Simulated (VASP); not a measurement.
Set up this calculation in VASP 6.6.1, as the native input.

```
Task                   : single point
Functional             : PBE
Potentials or basis    : VASP PAW PBE potentials, release 64 (K_sv, I)
Cutoff                 : 520 eV
k mesh                 : 6 × 6 × 6
Occupations            : gaussian, width 0.01 eV
Spin                   : no spin polarisation
Dipole correction      : no
Further INCAR settings : ALGO = Normal; EDIFF = 1e-06; NBANDS = 15
```

The structure of KI lies in POSCAR:

```
KI
1.0
    4.3829485840      0.0000000000      0.0000000000
    0.0000000000      4.3829485840      0.0000000000
    0.0000000000      0.0000000000      4.3829485840
K I
1 1
Direct
    0.0000000000      0.0000000000      0.0000000000
    0.5000000000      0.5000000000      0.5000000000
```

This cell differs from its parent crystal: volume changed by +3%.

These files were run (other wordings do the same):

INCAR

```
PREC = Accurate ; ENCUT = 520
EDIFF = 1E-6 ; ISMEAR = 0
SIGMA = 0.01 ; LREAL = F
LASPH = T ; NELM = 80
ALGO = Normal ; ISIF = 2
LWAVE = F ; LCHARG = F
GGA = PE ; NBANDS = 15
```

KPOINTS

```
regular mesh
0
Gamma
  6 6 6
```

Potentials or basis: VASP PAW PBE potentials, release 64 (K_sv, I).

Launch:

```sh
$ cat potpaw_PBE.64/K_sv/POTCAR potpaw_PBE.64/I/POTCAR > POTCAR
$ mpirun -np 1 vasp_std > vasp.out
```

It gave:

```json
{
 "Pressure": "-0.3 GPa",
 "Band gap on the k mesh": "3.18 eV, indirect (least direct gap 3.51 eV)"
}
```

Caveat: spin-orbit coupling is left out, which moves the levels of the heavy elements.

Run time: 13 s on 1 thread of Intel(R) Xeon(R) 6975P-C (Granite Rapids) (shared host), peak memory 0.2 GiB.
